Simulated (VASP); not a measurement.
Write the native input for VASP 6.6.1 that does the following.

- Task: single point
- Functional: PBE
- Potentials or basis: VASP PAW PBE potentials, release 64 (In_d, Ga_d, P)
- Cutoff: 520 eV
- k mesh: 3 × 3 × 4
- Occupations: gaussian, width 0.1 eV
- Spin: no spin polarisation
- Dipole correction: no
- Further INCAR settings: ALGO = Normal; EDIFF = 1e-07; NBANDS = 40

The structure of In3GaP2 lies in POSCAR:

```
In3GaP2
1.0
    8.7308345071      0.0000000000      0.0000000000
   -4.3654172535      7.5611244793      0.0000000000
    0.0000000000      0.0000000000      2.9844171525
In Ga P
3 1 2
Direct
    0.5000000000      0.0000000000      0.0000000000
    0.0000000000      0.5000000000      0.0000000000
    0.5000000000      0.5000000000      0.0000000000
    0.0000000000      0.0000000000      0.0000000000
    0.3333333333      0.6666666667      0.0000000000
    0.6666666667      0.3333333333      0.0000000000
```

The input as run:

INCAR

```
  PREC = Accurate
  ENCUT = 520
  EDIFF = 1E-7
  ISMEAR = 0
  SIGMA = 0.1
  LREAL = F
  LASPH = T
  NELM = 100
  ALGO = Normal
  ISIF = 2
  LWAVE = F
  LCHARG = T
  GGA = PE
  LELF = T
  LVHAR = T
  NBANDS = 40
```

KPOINTS

```
regular mesh
0
Gamma
  3 3 4
```

Potentials or basis: VASP PAW PBE potentials, release 64 (In_d, Ga_d, P).

Command:

```sh
$ cat potpaw_PBE.64/In_d/POTCAR potpaw_PBE.64/Ga_d/POTCAR potpaw_PBE.64/P/POTCAR > POTCAR
$ mpirun -np 1 vasp_std > vasp.out
```

Results of the run:

* Pressure: 0.1 GPa
* Band gap on the k mesh: zero (band 31 reaches 4.52 eV, above the bottom of band 32 at 2.67 eV)

Caveat: the k points lie up to 0.53 Å⁻¹ apart; spin-orbit coupling is left out, which moves the levels of the heavy elements.

Wall time 54 s on 1 thread of Intel(R) Xeon(R) 6975P-C (Granite Rapids) (shared host), peak memory 0.37 GiB.
